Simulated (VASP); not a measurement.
# MgGeSb2 (P-4m2) in VASP: further runs, part 2 of 2

VASP 6.6.1. Earlier steps stand in the parts before.

## (5) Single point, r2SCAN (33.36 Å³/atom)

This run uses another cell than the first one, of 33.36 Å³/atom.

Contents of POSCAR:

```
MgGeSb2
1.0
    4.4887547516      0.0000000000      0.0000000000
    0.0000000000      4.4887547516      0.0000000000
    0.0000000000      0.0000000000      6.6225717775
Mg Sb Ge
1 2 1
Direct
    0.0000000000      0.0000000000      0.0000000000
    0.0000000000      0.5000000000      0.2607511146
    0.5000000000      0.0000000000      0.7392488854
    0.5000000000      0.5000000000      0.5000000000
```

Contents of INCAR.step1:

```
ALGO = Normal ; EDIFF = 1E-4
ENCUT = 520 ; GGA = PE
ISMEAR = -1 ; LASPH = True
LCHARG = False ; LREAL = False
LWAVE = True ; NBANDS = 21
NELM = 60 ; PREC = Accurate
SIGMA = 0.02
```

Contents of INCAR.step2:

```
ALGO = Normal ; EDIFF = 1E-7
ENCUT = 520 ; ISIF = 2
ISMEAR = -1 ; ISTART = 1
LASPH = True ; LCHARG = False
LMIXTAU = True ; LREAL = False
LWAVE = False ; METAGGA = R2SCAN
NBANDS = 21 ; NELM = 60
PREC = Accurate ; SIGMA = 0.02
```

Contents of KPOINTS:

```
k-points
0
Gamma
  6 6 4
```

Potentials or basis: VASP PAW PBE potentials, release 64 (Mg, Sb, Ge_d).

Started as:

```bash
cat potpaw_PBE.64/Mg/POTCAR potpaw_PBE.64/Sb/POTCAR potpaw_PBE.64/Ge_d/POTCAR > POTCAR
cp INCAR.step1 INCAR
mpirun -np 1 vasp_std > vasp.out
cp INCAR.step2 INCAR
mpirun -np 1 vasp_std > vasp.out
```

OUTCAR:

```text
EDIFF = 1E-7
   ENCUT = 520
   ISIF = 2
   ISMEAR = -1
   ISTART = 1
   LASPH = True
   LREAL = False
   METAGGA = R2SCAN
   NELM = 60
   PREC = Accurate

 ion  position               nearest neighbor table
   1  0.000  0.000  0.000-   2 2.83   3 2.83   2 2.83   3 2.83
   2  0.000  0.500  0.261-   4 2.75   4 2.75   1 2.83   1 2.83
   3  0.500  0.000  0.739-   4 2.75   4 2.75   1 2.83   1 2.83
   4  0.500  0.500  0.500-   2 2.75   3 2.75   3 2.75   2 2.75

  LATTYP: Found a simple tetragonal cell.
 ALAT       =     4.4887547516
 C/A-ratio  =     1.4753694831

  Lattice vectors:

 A1 = (   4.4887547516,   0.0000000000,   0.0000000000)
 A2 = (   0.0000000000,   4.4887547516,   0.0000000000)
 A3 = (   0.0000000000,   0.0000000000,   6.6225717775)

Analysis of symmetry for initial positions (statically):
=====================================================================
 Subroutine PRICEL returns:
 Original cell was already a primitive cell.

 Routine SETGRP: Setting up the symmetry group for a
 simple tetragonal supercell.

 Subroutine GETGRP returns: Found  8 space group operations
 (whereof  8 operations were pure point group operations)
 out of a pool of 16 trial point group operations.

The static configuration has the point symmetry D_2d.

Analysis of symmetry for dynamics (positions and initial velocities):
=====================================================================
 Subroutine PRICEL returns:
 Original cell was already a primitive cell.

 Routine SETGRP: Setting up the symmetry group for a
 simple tetragonal supercell.

 Subroutine GETGRP returns: Found  8 space group operations
 (whereof  8 operations were pure point group operations)
 out of a pool of 16 trial point group operations.

The dynamic configuration has the point symmetry D_2d.

 Subroutine INISYM returns: Found  8 space group operations
 (whereof  8 operations are pure point group operations),
 and found     1 'primitive' translations

----------------------------------------------------------------------------------------

                                     Primitive cell

  volume of cell :     133.4377

  direct lattice vectors                    reciprocal lattice vectors
     4.488754752  0.000000000  0.000000000     0.222778934  0.000000000  0.000000000
     0.000000000  4.488754752  0.000000000     0.000000000  0.222778934  0.000000000
     0.000000000  0.000000000  6.622571778     0.000000000  0.000000000  0.150998741

  length of vectors
     4.488754752  4.488754752  6.622571778     0.222778934  0.222778934  0.150998741

  position of ions in fractional coordinates (direct lattice)
     0.000000000  0.000000000  0.000000000
     0.000000000  0.500000000  0.260751115
     0.500000000  0.000000000  0.739248885
     0.500000000  0.500000000  0.500000000

  ion indices of the primitive-cell ions
   primitive index   ion index
                 1           1
                 2           2
                 3           3
                 4           4

----------------------------------------------------------------------------------------

 KPOINTS: k-points

Automatic generation of k-mesh.
 Grid dimensions read from file:
 generate k-points for:    6    6    4

 Generating k-lattice:

  Cartesian coordinates                     Fractional coordinates (reciprocal lattice)
     0.037129822  0.000000000  0.000000000     0.166666667  0.000000000  0.000000000
     0.000000000  0.037129822  0.000000000     0.000000000  0.166666667  0.000000000
     0.000000000  0.000000000  0.037749685     0.000000000  0.000000000  0.250000000

  Length of vectors
     0.037129822  0.037129822  0.037749685

  Shift w.r.t. Gamma in fractional coordinates (k-lattice)
     0.000000000  0.000000000  0.000000000

 Subroutine IBZKPT returns following result:
 ===========================================

 Found     30 irreducible k-points:

 Following reciprocal coordinates:
            Coordinates               Weight
  0.000000  0.000000  0.000000      1.000000
  0.166667  0.000000  0.000000      4.000000
  0.333333  0.000000  0.000000      4.000000
  0.500000  0.000000  0.000000      2.000000
  0.166667  0.166667  0.000000      4.000000
  0.333333  0.166667  0.000000      8.000000
[... 16 lines left out ...]
  0.333333  0.000000  0.500000      4.000000
  0.500000  0.000000  0.500000      2.000000
 [... further k-points ...]
   k-points           NKPTS =     30   k-points in BZ     NKDIM =     30   number of bands    NBANDS=     21
   number of dos      NEDOS =    301   number of ions     NIONS =      4
   total plane-waves  NPLWV =  64800
   dimension x,y,z NGX =    36 NGY =   36 NGZ =   50
   dimension x,y,z NGXF=    72 NGYF=   72 NGZF=  100
   ions per type =               1   2   1
   NGX,Y,Z   is equivalent  to a cutoff of  13.33, 13.33, 12.55 a.u.
   NGXF,Y,Z  is equivalent  to a cutoff of  26.67, 26.67, 25.10 a.u.
 SYSTEM =  unknown system
   PREC   = accura    normal or accurate (medium, high low for compatibility)
   ISTART =      1    job   : 0-new  1-cont  2-samecut
   ICHARG =      0    charge: 1-file 2-atom 10-const
   ISPIN  =      1    spin polarized calculation?
   LNONCOLLINEAR =      F non collinear calculations
   LSORBIT =      F    spin-orbit coupling
   LASPH  =      T    aspherical Exc in radial PAW
   ENCUT  =  520.0 eV  38.22 Ry    6.18 a.u.   8.35  8.35 12.31*2*pi/ulx,y,z
   NELM   =     60;   NELMIN=  2; NELMDL=  0     # of ELM steps
   EDIFF  = 0.1E-06   stopping-criterion for ELM
   LREAL  =      F    real-space projection
   EDIFFG = 0.1E-05   stopping-criterion for IOM
   NSW    =      0    number of steps for IOM
   IBRION =     -1    ionic relax: 0-MD 1-quasi-New 2-CG
   NFREE  =      0    steps in history (QN), initial steepest desc. (CG)
   ISIF   =      2    stress and relaxation
   ISYM   =      2    0-nonsym 1-usesym 2-fastsym
   POTIM  = 0.5000    time-step for ionic-motion
   TEBEG  =    0.0;   TEEND  =   0.0 temperature during run
   PSTRESS=    0.0 pullay stress
   NELECT =      26.0000    total number of electrons
   NUPDOWN=      -1.0000    fix difference up-down
   EMIN   =  10.00;   EMAX   =-10.00  energy-range for DOS
   EFERMI =   0.00;   METHOD = LEGACY
   ISMEAR =    -1;   SIGMA  =   0.02  broadening in eV -4-tet -1-fermi 0-gaus
   EFERMI_NEDOS =   21; number of points for ismear=-14 and -15
   IALGO  =     38    algorithm
   IMIX   =      4    mixing-type and parameters
     AMIX     =   0.40;   BMIX     =  1.00
     AMIX_MAG =   1.60;   BMIX_MAG =  1.00
  volume/ion in A,a.u.               =      33.36       225.12
  Fermi-wavevector in a.u.,A,eV,Ry     =   0.949088  1.793516 12.255692  0.900768
  Thomas-Fermi vector in A             =   2.077338
   LORBIT       =      0    0 simple, 1 ext, 2 COOP (PROOUT), +10 PAW based schemes
   METAGGA = R2SCAN    functional components
   LHFCALC =     F    Hartree Fock is set to
   AEXX    =    0.0000 exact exchange contribution
   IVDW    =     0    specifies the selected vdW correction
   LEPSILON=     F    determine dielectric tensor
   LRPA    =     F    only Hartree local field effects (RPA)
 non-spin polarized calculation
  energy-cutoff  :      520.00
  volume of cell :      133.44
 maximum number of plane-waves:      3621
 NGX is ok and might be reduce to    36
   NGX = 17   NGY = 17   NGZ = 25

 number of electron      25.9999988 magnetization

 Free energy of the ion-electron system (eV)
  ---------------------------------------------------
  ext. energy  EPLUGINS =         0.00000000
  ---------------------------------------------------
  free energy    TOTEN  =       -69.66107316 eV

  energy without entropy =      -69.66002833  energy(sigma->0) =      -69.66055075

 E-fermi :   3.2747     XC(G=0):  -8.6973

 val. band max:        3.2637905674   @ k =   0.1667   0.0000   0.0000
 cond. band min:       3.2984507917   @ k =   0.0000   0.0000   0.0000
 fundamental gap:      0.0346602242
 Fermi energy:         3.2747225879

 k-point     1 :       0.0000    0.0000    0.0000
  band No.  band energies     occupation
      1     -22.4063      2.00000
      2     -22.4063      2.00000
      3     -22.4032      2.00000
      4     -22.3961      2.00000
      5     -22.3847      2.00000
      6      -8.2462      2.00000
[... 550 lines left out ...]
      5     -22.3851      2.00000
      6      -7.3314      2.00000
[... 13 lines left out ...]
     20       9.8870      0.00000
     21      10.1248      0.00000

 [... further k-points ...]

------------------------ aborting loop because EDIFF is reached ----------------------------------------

  FORCE on cell =-STRESS in cart. coord.  units (eV):
  Direction    XX          YY          ZZ          XY          YZ          ZX
  --------------------------------------------------------------------------------------
  -------------------------------------------------------------------------------------
  Total       -1.8132954     -1.8132954     -2.0243931      0.0000000      0.0000000      0.0000000
  in kB      -21.7721194    -21.7721194    -24.3067562      0.0000000      0.0000000      0.0000000
  external PRESSURE =     -22.6169983 kB  Pullay stress =       0.0000000 kB

 VOLUME and BASIS-vectors are now :
 -----------------------------------------------------------------------------
  energy-cutoff  :      520.00
  volume of cell :      133.44
      direct lattice vectors                 reciprocal lattice vectors
     4.488754752  0.000000000  0.000000000     0.222778934  0.000000000  0.000000000
     0.000000000  4.488754752  0.000000000     0.000000000  0.222778934  0.000000000
     0.000000000  0.000000000  6.622571778     0.000000000  0.000000000  0.150998741

 POSITION                                       TOTAL-FORCE (eV/Angst)
 -----------------------------------------------------------------------------------
      0.00000      0.00000      0.00000        -0.000000     -0.000000      0.000000
      0.00000      2.24438      1.72684        -0.000000     -0.000000      0.032092
      2.24438      0.00000      4.89573        -0.000000      0.000000     -0.032092
      2.24438      2.24438      3.31129         0.000000     -0.000000      0.000000
 -----------------------------------------------------------------------------------
    total drift:                                0.000000      0.000000      0.000000

  FREE ENERGIE OF THE ION-ELECTRON SYSTEM (eV)
  ---------------------------------------------------
  free  energy   TOTEN  =       -69.6610731638 eV

  energy  without entropy=      -69.6600283290  energy(sigma->0) =      -69.66055075
```

Run time: 2.2 min. Hardware: 1 thread of Intel Xeon 6975P-C (Granite Rapids), shared host; peak memory 0.31 GiB.

Results:

| Property | Result |
| --- | --- |
| Free energy | -69.6611 eV |
| Pressure | -2.3 GPa |
| Largest force | 0.032 eV/Å |
| Band gap on the k mesh | zero (bands 13 and 14 overlap by 0.25 eV) |

Forces on the atoms (eV/Å):
```
Mg   0.000  0.000  0.000
Sb   0.000  0.000  0.032
Sb   0.000  0.000 -0.032
Ge   0.000  0.000  0.000
```

Caveat: the PAW data sets were made with another functional, which shifts forces and pressure a little; spin-orbit coupling is left out, which moves the levels of the heavy elements.

## (6) The runs side by side

| cell | gap on the mesh (eV) | pressure (GPa) | largest force (eV/Å) |
| --- | --- | --- | --- |
| a = 4.358, b = 4.358, c = 6.430 Å, 4 atoms | none | 1.5 | 0.07 |
| a = 4.402, b = 4.402, c = 6.495 Å, 4 atoms | none | 0.1 | 0.03 |
| a = 4.446, b = 4.446, c = 6.559 Å, 4 atoms | none | -1.2 | 0.01 |
| a = 4.489, b = 4.489, c = 6.623 Å, 4 atoms | none | -2.3 | 0.03 |

Alike in all rows: task single point; level r2SCAN; potentials or basis VASP PAW PBE potentials, release 64 (Mg, Sb, Ge_d); no spin polarisation; k mesh 6 × 6 × 4; cutoff (eV) 520; smearing fermi-dirac 0.02 eV.

Caveats: the PAW data sets were made with another functional, which shifts forces and pressure a little; spin-orbit coupling is left out, which moves the levels of the heavy elements.

Absolute energies hang on the potentials; compare differences alone.
